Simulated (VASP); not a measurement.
Here is a VASP 6.6.1 calculation.

File INCAR:

```
SYSTEM = Sc4Te
PREC = Accurate
ENCUT = 520
EDIFF = 1E-7
ISMEAR = 0
SIGMA = 0.1
LREAL = .FALSE.
LASPH = .TRUE.
NELM = 150
ALGO = Fast
ISIF = 2
LWAVE = .FALSE.
LCHARG = .FALSE.
ISPIN = 2
MAGMOM = 1 1 1 1 0
LORBIT = 11
LMAXMIX = 4
GGA = PE
NBANDS = 37
```

File KPOINTS:

```
Automatic mesh
0
G
  3 3 4
  0 0 0
```

File POSCAR:

```
Sc4Te
1.0
    5.9792639723      0.0000000000      0.0000000000
   -2.9896319862      5.1781944959      0.0000000000
    0.0000000000      0.0000000000      5.3694981730
Sc Te
4 1
Direct
    0.0000000000      0.0000000000      0.5000000000
    0.5000000000      0.0000000000      0.0000000000
    0.0000000000      0.5000000000      0.0000000000
    0.5000000000      0.5000000000      0.0000000000
    0.0000000000      0.0000000000      0.0000000000
```

Potentials or basis: VASP PAW PBE potentials, release 64 (Sc_sv, Te).

Launch:

```sh
$ cat potpaw_PBE.64/Sc_sv/POTCAR potpaw_PBE.64/Te/POTCAR > POTCAR
$ mpirun -np 1 vasp_std > vasp.out
```

Problem. Estimate the net moment.

Solution. 3.60 μB per cell.

Problem. What does it give for the site moments?

Solution. Sc +0.48, +0.57; Te +0.01 μB.

Problem. Predict the pressure.

Solution. 0.7 GPa.

Stress tensor (GPa, compression positive):
```
 1.41  0.00  0.00
 0.00  1.41  0.00
 0.00  0.00 -0.81
```

Caveat: the k points lie up to 0.40 Å⁻¹ apart.
